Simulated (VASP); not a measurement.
# As (R-3m) in VASP: further runs

As is run at these levels: PBE0; tasks: single point.

Everything below comes from runs of VASP 6.6.1. Logs are shortened: lines on timing, memory, paths and dates and some standing lists are left out, and cuts for length are marked.

### Step 1. The cell of the first run

Symmetry: R-3m, No. 166, trigonal system. The conventional cell has a = 3.736 Å, b = 3.736 Å, c = 10.471 Å, α = 90.00°, β = 90.00°, γ = 120.00°. Within 3.3 Å of As (site symmetry 3m) lie 6 As at 2.49 to 3.12 Å.

### Step 2. Single point, PBE0

The input, POSCAR:

```
As
1.0
    1.8681737204      1.0785906003      3.4904769752
   -1.8681737204      1.0785906003      3.4904769752
    0.0000000000     -2.1571812007      3.4904769752
As
2
Direct
    0.2260000000      0.2260000000      0.2260000000
    0.7740000000      0.7740000000      0.7740000000
```

The input, INCAR.step1:

```
  PREC = Accurate
  ENCUT = 520
  EDIFF = 1E-5
  ISMEAR = -1
  SIGMA = 0.05
  LREAL = False
  LASPH = True
  NELM = 80
  ALGO = Normal
  ISIF = 2
  LWAVE = True
  NBANDS = 12
  GGA = PE
```

The input, INCAR.step2:

```
  PREC = Accurate
  ENCUT = 520
  EDIFF = 1E-6
  ISMEAR = -1
  SIGMA = 0.05
  LREAL = False
  LASPH = True
  NELM = 80
  ALGO = Normal
  ISIF = 2
  LWAVE = False
  LCHARG = True
  GGA = PE
  LHFCALC = True
  AEXX = 0.25
  PRECFOCK = Normal
  LELF = True
  LVHAR = True
  NBANDS = 12
  ISTART = 1
```

The input, KPOINTS:

```
Automatic mesh
0
Gamma
  4 4 4
```

Potentials or basis: VASP PAW PBE potentials, release 64 (As).

Launch:

```console
> cat potpaw_PBE.64/As/POTCAR > POTCAR
> cp INCAR.step1 INCAR
> mpirun -np 1 vasp_std > vasp.out
> cp INCAR.step2 INCAR
> mpirun -np 1 vasp_std > vasp.out
```

OUTCAR:

```text
PREC = Accurate
   ENCUT = 520
   EDIFF = 1E-6
   ISMEAR = -1
   LREAL = False
   LASPH = True
   NELM = 80
   ISIF = 2
   GGA = PE
   LHFCALC = True
   AEXX = 0.25
   PRECFOCK = Normal
   ISTART = 1

 ion  position               nearest neighbor table
   1  0.226  0.226  0.226-   2 2.49   2 2.49   2 2.49
   2  0.774  0.774  0.774-   1 2.49   1 2.49   1 2.49

  LATTYP: Found a trigonal (rhomboedric) cell.
 ALAT       =     4.1032743324
 COS(alpha) =     0.5854247172

  Lattice vectors:

 A1 = (   1.8681737204,   1.0785906003,   3.4904769752)
 A2 = (  -1.8681737204,   1.0785906003,   3.4904769752)
 A3 = (   0.0000000000,  -2.1571812007,   3.4904769752)

Analysis of symmetry for initial positions (statically):
=====================================================================
 Subroutine PRICEL returns:
 Original cell was already a primitive cell.

 Routine SETGRP: Setting up the symmetry group for a
 trigonal (rhombohedral) supercell.

 Subroutine GETGRP returns: Found 12 space group operations
 (whereof 12 operations were pure point group operations)
 out of a pool of 12 trial point group operations.

The static configuration has the point symmetry D_3d.

Analysis of symmetry for dynamics (positions and initial velocities):
=====================================================================
 Subroutine PRICEL returns:
 Original cell was already a primitive cell.

 Routine SETGRP: Setting up the symmetry group for a
 trigonal (rhombohedral) supercell.

 Subroutine GETGRP returns: Found 12 space group operations
 (whereof 12 operations were pure point group operations)
 out of a pool of 12 trial point group operations.

The dynamic configuration has the point symmetry D_3d.

 Subroutine INISYM returns: Found 12 space group operations
 (whereof 12 operations are pure point group operations),
 and found     1 'primitive' translations

----------------------------------------------------------------------------------------

                                     Primitive cell

  volume of cell :      42.1998

  direct lattice vectors                    reciprocal lattice vectors
     1.868173720  1.078590600  3.490476975     0.267641063  0.154522640  0.095497932
    -1.868173720  1.078590600  3.490476975    -0.267641063  0.154522640  0.095497932
     0.000000000 -2.157181201  3.490476975     0.000000000 -0.309045279  0.095497932

  length of vectors
     4.103274332  4.103274332  4.103274332     0.323463815  0.323463815  0.323463815

  position of ions in fractional coordinates (direct lattice)
     0.226000000  0.226000000  0.226000000
     0.774000000  0.774000000  0.774000000

  ion indices of the primitive-cell ions
   primitive index   ion index
                 1           1
                 2           2

----------------------------------------------------------------------------------------

 KPOINTS: Automatic mesh

Automatic generation of k-mesh.
 Grid dimensions read from file:
 generate k-points for:    4    4    4

 Generating k-lattice:

  Cartesian coordinates                     Fractional coordinates (reciprocal lattice)
     0.066910266  0.038630660  0.023874483     0.250000000  0.000000000  0.000000000
    -0.066910266  0.038630660  0.023874483     0.000000000  0.250000000  0.000000000
     0.000000000 -0.077261320  0.023874483     0.000000000  0.000000000  0.250000000

  Length of vectors
     0.080865954  0.080865954  0.080865954

  Shift w.r.t. Gamma in fractional coordinates (k-lattice)
     0.000000000  0.000000000  0.000000000

 Subroutine IBZKPT returns following result:
 ===========================================

 Found     13 irreducible k-points:

 Following reciprocal coordinates:
            Coordinates               Weight
  0.000000  0.000000  0.000000      1.000000
  0.250000  0.000000 -0.000000      6.000000
  0.500000  0.000000 -0.000000      3.000000
  0.250000  0.250000 -0.000000      6.000000
  0.500000  0.250000 -0.000000     12.000000
 -0.250000  0.250000  0.000000      6.000000
  0.500000  0.500000 -0.000000      3.000000
  0.250000  0.250000  0.250000      2.000000
  0.500000  0.250000  0.250000      6.000000
 -0.250000  0.250000  0.250000      6.000000
  0.500000  0.500000  0.250000      6.000000
 -0.250000  0.500000  0.250000      6.000000
  0.500000  0.500000  0.500000      1.000000
   k-points           NKPTS =     13   k-points in BZ     NKDIM =     64   number of bands    NBANDS=     12
   number of dos      NEDOS =    301   number of ions     NIONS =      2
   total plane-waves  NPLWV =  32768
   dimension x,y,z NGX =    32 NGY =   32 NGZ =   32
   dimension x,y,z NGXF=    64 NGYF=   64 NGZF=   64
   ions per type =               2
   NGX,Y,Z   is equivalent  to a cutoff of  12.96, 12.96, 12.96 a.u.
   NGXF,Y,Z  is equivalent  to a cutoff of  25.93, 25.93, 25.93 a.u.
 SYSTEM =  unknown system
   PREC   = accura    normal or accurate (medium, high low for compatibility)
   ISTART =      1    job   : 0-new  1-cont  2-samecut
   ICHARG =      0    charge: 1-file 2-atom 10-const
   ISPIN  =      1    spin polarized calculation?
   LNONCOLLINEAR =      F non collinear calculations
   LSORBIT =      F    spin-orbit coupling
   LASPH  =      T    aspherical Exc in radial PAW
   ENCUT  =  520.0 eV  38.22 Ry    6.18 a.u.   7.63  7.63  7.63*2*pi/ulx,y,z
   NELM   =     80;   NELMIN=  2; NELMDL=  0     # of ELM steps
   EDIFF  = 0.1E-05   stopping-criterion for ELM
   LREAL  =      F    real-space projection
   EDIFFG = 0.1E-04   stopping-criterion for IOM
   NSW    =      0    number of steps for IOM
   IBRION =     -1    ionic relax: 0-MD 1-quasi-New 2-CG
   NFREE  =      0    steps in history (QN), initial steepest desc. (CG)
   ISIF   =      2    stress and relaxation
   ISYM   =      3    0-nonsym 1-usesym 2-fastsym
   POTIM  = 0.5000    time-step for ionic-motion
   TEBEG  =    0.0;   TEEND  =   0.0 temperature during run
   PSTRESS=    0.0 pullay stress
   NELECT =      10.0000    total number of electrons
   NUPDOWN=      -1.0000    fix difference up-down
   EMIN   =  10.00;   EMAX   =-10.00  energy-range for DOS
   EFERMI =   0.00;   METHOD = LEGACY
   ISMEAR =    -1;   SIGMA  =   0.05  broadening in eV -4-tet -1-fermi 0-gaus
   EFERMI_NEDOS =   21; number of points for ismear=-14 and -15
   IALGO  =     38    algorithm
   IMIX   =      1    mixing-type and parameters
     AMIX     =   0.40;   BMIX     =  1.00
     AMIX_MAG =   1.60;   BMIX_MAG =  1.00
  volume/ion in A,a.u.               =      21.10       142.39
  Fermi-wavevector in a.u.,A,eV,Ry     =   1.013067  1.914419 13.963725  1.026305
  Thomas-Fermi vector in A             =   2.146214
   LORBIT       =      0    0 simple, 1 ext, 2 COOP (PROOUT), +10 PAW based schemes
   GGA     = PE    functional components
   LHFCALC =     T    Hartree Fock is set to
   PRECFOCK=normal    Normal, Fast or Accurate (Low or Medium for compatibility)
   ENCUT4O =  -1.0   cutoff for four orbital integrals eV
   NKREDX  =     1    reduce k-point grid by
   NKREDY  =     1    reduce k-point grid by
   NKREDZ  =     1    reduce k-point grid by
   AEXX    =    0.2500 exact exchange contribution
   HFSCREEN=    0.0000 screening length (either q_TF or 0.3 A-1)
   HFSCREENC=   0.0000 screening length for correlation (either q_TF or 0.3 A-1)
   ENCUTFOCK=  -1.0 apply spherical cutoff to Coloumb kernel
   IVDW    =     0    specifies the selected vdW correction
   LEPSILON=     F    determine dielectric tensor
   LRPA    =     F    only Hartree local field effects (RPA)
 non-spin polarized calculation
  energy-cutoff  :      520.00
  volume of cell :       42.20
 maximum number of plane-waves:      1150
 NGX is ok and might be reduce to    32
  NGX = 24; NGY = 24; NGZ = 24

 number of electron      10.0000000 magnetization

 Free energy of the ion-electron system (eV)
  ---------------------------------------------------
  ext. energy  EPLUGINS =         0.00000000
  ---------------------------------------------------
  free energy    TOTEN  =       -12.42761522 eV

  energy without entropy =      -12.42761193  energy(sigma->0) =      -12.42761358

 E-fermi :   5.3194     XC(G=0):  -7.9633

 val. band max:        4.8477221012   @ k =   0.5000   0.5000   0.5000
 cond. band min:       5.8374591337   @ k =   0.5000   0.0000  -0.0000
 fundamental gap:      0.9897370325
 Fermi energy:         5.3193877367

 k-point     1 :       0.0000    0.0000    0.0000
  band No.  band energies     occupation
      1     -11.8716      2.00000
      2      -1.0670      2.00000
      3       2.2103      2.00000
      4       2.7232      2.00000
      5       2.7232      2.00000
      6       7.9074      0.00000
      7       9.4056      0.00000
      8       9.4056      0.00000
      9      13.4046      0.00000
     10      13.4046      0.00000
     11      13.9991      0.00000
     12      15.3902      0.00000

 k-point     2 :       0.2500    0.0000   -0.0000
  band No.  band energies     occupation
      1     -10.9357      2.00000
      2      -3.9010      2.00000
      3       1.8993      2.00000
      4       2.1869      2.00000
      5       3.5044      2.00000
      6       7.4431      0.00000
      7       8.3196      0.00000
      8       8.5763      0.00000
      9      12.6067      0.00000
     10      13.1529      0.00000
     11      14.2462      0.00000
     12      19.2240      0.00000

 k-point     3 :       0.5000    0.0000   -0.0000
  band No.  band energies     occupation
      1      -8.7700      2.00000
      2      -7.3928      2.00000
      3       1.7665      2.00000
      4       1.8618      2.00000
      5       4.7084      1.99999
      6       5.8375      0.00006
      7       6.5253      0.00000
      8       7.6726      0.00000
      9      15.6756      0.00000
     10      15.8053      0.00000
     11      18.4559      0.00000
     12      18.5623      0.00000

 k-point     4 :       0.2500    0.2500   -0.0000
  band No.  band energies     occupation
      1     -10.7566      2.00000
      2      -3.6198      2.00000
      3       0.2510      2.00000
      4       1.3088      2.00000
      5       2.8663      2.00000
      6       8.1940      0.00000
      7       8.9681      0.00000
      8      10.9141      0.00000
      9      12.4750      0.00000
     10      15.0007      0.00000
     11      15.1763      0.00000
     12      17.3051      0.00000

 k-point     5 :       0.5000    0.2500   -0.0000
  band No.  band energies     occupation
      1      -8.9157      2.00000
      2      -6.2638      2.00000
      3      -1.0207      2.00000
      4       0.7520      2.00000
      5       1.8992      2.00000
      6       9.2857      0.00000
      7       9.7629      0.00000
      8      10.9801      0.00000
      9      11.9308      0.00000
     10      16.6069      0.00000
     11      17.8835      0.00000
     12      19.0846      0.00000
[... 63 lines left out ...]
      1      -8.8048      2.00000
      2      -6.5790      2.00000
      3      -0.5634      2.00000
      4       0.9254      2.00000
      5       1.9178      2.00000
      6       8.1385      0.00000
      7       9.7259      0.00000
      8      10.4917      0.00000
      9      12.1351      0.00000
     10      17.9763      0.00000
     11      19.0242      0.00000
     12      19.3805      0.00000

 k-point    11 :       0.5000    0.5000    0.2500
  band No.  band energies     occupation
      1      -9.7826      2.00000
      2      -5.5104      2.00000
      3      -1.0758      2.00000
      4       1.2764      2.00000
      5       2.7735      2.00000
      6       8.9270      0.00000
      7       9.8482      0.00000
      8      11.5394      0.00000
      9      12.8998      0.00000
     10      17.3129      0.00000
     11      17.5725      0.00000
     12      18.8943      0.00000

 k-point    12 :      -0.2500    0.5000    0.2500
  band No.  band energies     occupation
      1      -8.3330      2.00000
      2      -6.5140      2.00000
      3      -1.5028      2.00000
      4      -1.3871      2.00000
      5       3.7550      2.00000
      6       7.6194      0.00000
      7      11.7925      0.00000
      8      11.8115      0.00000
      9      13.8254      0.00000
     10      14.3814      0.00000
     11      19.0705      0.00000
     12      19.4294      0.00000

 k-point    13 :       0.5000    0.5000    0.5000
  band No.  band energies     occupation
      1     -10.4106      2.00000
      2      -6.1579      2.00000
      3       2.9927      2.00000
      4       2.9927      2.00000
      5       4.8477      1.99984
      6       6.9461      0.00000
      7       6.9461      0.00000
      8       8.0144      0.00000
      9      14.7084      0.00000
     10      17.1549      0.00000
     11      17.1549      0.00000
     12      18.5918      0.00000

------------------------ aborting loop because EDIFF is reached ----------------------------------------

  FORCE on cell =-STRESS in cart. coord.  units (eV):
  Direction    XX          YY          ZZ          XY          YZ          ZX
  --------------------------------------------------------------------------------------
  -------------------------------------------------------------------------------------
  Total        0.8675951      0.8675951      0.0722256     -0.0000000     -0.0000000      0.0000000
  in kB       32.9395581     32.9395581      2.7421542     -0.0000000     -0.0000000      0.0000000
  external PRESSURE =      22.8737568 kB  Pullay stress =       0.0000000 kB

 VOLUME and BASIS-vectors are now :
 -----------------------------------------------------------------------------
  energy-cutoff  :      520.00
  volume of cell :       42.20
      direct lattice vectors                 reciprocal lattice vectors
     1.868173720  1.078590600  3.490476975     0.267641063  0.154522640  0.095497932
    -1.868173720  1.078590600  3.490476975    -0.267641063  0.154522640  0.095497932
     0.000000000 -2.157181201  3.490476975     0.000000000 -0.309045279  0.095497932

 POSITION                                       TOTAL-FORCE (eV/Angst)
 -----------------------------------------------------------------------------------
      0.00000     -0.00000      2.36654         0.000000      0.000000     -0.061927
      0.00000     -0.00000      8.10489         0.000000     -0.000000      0.061927
 -----------------------------------------------------------------------------------
    total drift:                               -0.000000      0.000000     -0.000000

  FREE ENERGIE OF THE ION-ELECTRON SYSTEM (eV)
  ---------------------------------------------------
  free  energy   TOTEN  =       -12.4276152235 eV

  energy  without entropy=      -12.4276119269  energy(sigma->0) =      -12.42761358
```

Wall time 4.6 min (1 thread of AMD EPYC 7R13 (Zen 3), shared host); peak memory 0.15 GiB.

What came out:

| Item | Value |
| --- | --- |
| Free energy | -12.4276 eV |
| Pressure | 2.3 GPa |
| Largest force | 0.062 eV/Å |
| Band gap on the k mesh | 0.99 eV, indirect (least direct gap 1.13 eV) |

Forces on the atoms (eV/Å):
```
As   0.000  0.000 -0.062
As   0.000  0.000  0.062
```

Stress tensor (GPa, compression positive):
```
3.29 0.00 0.00
0.00 3.29 0.00
0.00 0.00 0.27
```

Caveat: the k points lie up to 0.51 Å⁻¹ apart; the PAW data sets were made with another functional, which shifts forces and pressure a little. A k mesh can miss the band edges.

(Continued in part 2 of 2.)
